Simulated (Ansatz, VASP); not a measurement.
## BN in VASP and in Ansatz

```
B N
1.0
     0.00000    1.83129    1.83129
     1.83129    0.00000    1.83129
     1.83129    1.83129    0.00000
B N
1 1
Direct
  0.00000 0.00000 0.00000
  0.75000 0.75000 0.75000
```

Alike in both runs: task electric field gradients; functional PBEsol; k mesh 13 × 13 × 13; occupations fermi-dirac, width 0.03 eV; no spin polarisation.

```csv
,VASP,Ansatz
version,VASP 6.6.1,Ansatz 0.2.0
potentials or method,"VASP PAW PBE potentials, release 64 (B, N)","PAW with Ansatz's default frozen-core files, scalar-relativistic"
plane-wave cutoff (eV),520,870
valence electrons in the cell,8,8
```

|  | VASP | Ansatz | Ansatz less VASP |
| --- | --- | --- | --- |
| gap on the k mesh at the Fermi level (eV) | 4.31 | 4.31 | +0.005 |
| pressure (GPa) | -16.2 | -16.5 | -0.37 |

VASP's potentials were made for PBE, not for PBEsol. With one functional, cell and mesh, what is left measures potentials, basis and numerics.
